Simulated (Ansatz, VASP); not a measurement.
**One calculation of Be, two programs**

```
CELL_PARAMETERS angstrom
0.00000 2.14633 2.14633
2.14633 0.00000 2.14633
2.14633 2.14633 0.00000
ATOMIC_POSITIONS crystal
Be 0.83000 0.89000 0.89000
Be 0.17000 0.11000 0.11000
```

Change from the starting cell: shortest bond scaled by 0.88, PAW files.

Alike in both runs: task single point; functional PBEsol; k mesh 12 × 12 × 12; occupations fermi-dirac, width 0.05 eV; no spin polarisation.

|  | VASP | Ansatz |
| --- | --- | --- |
| version | VASP 6.6.1 | Ansatz 0.2.0 |
| potentials or method | VASP PAW PBE potentials, release 64 (Be) | PAW with Ansatz's default frozen-core files, scalar-relativistic |
| plane-wave cutoff (eV) | 520 | 420 |
| valence electrons in the cell | 4 | 4 |

```csv
,VASP,Ansatz,Ansatz less VASP
pressure (GPa),36.2,35.9,-0.29
"traceless stress, the component that is largest in VASP (GPa)",-21.97,-21.84,+0.125
rms of the force components (eV/Å),2.202,2.193,-0.0097
```

VASP's potentials were made for PBE, not for PBEsol. Atom by atom the forces differ by 0.010 eV/Å (rms over components). Both programs put the cell under a high pressure, so it lies far from rest at this level. The functional is the same, so the differences come from potentials, cutoffs and numerics.
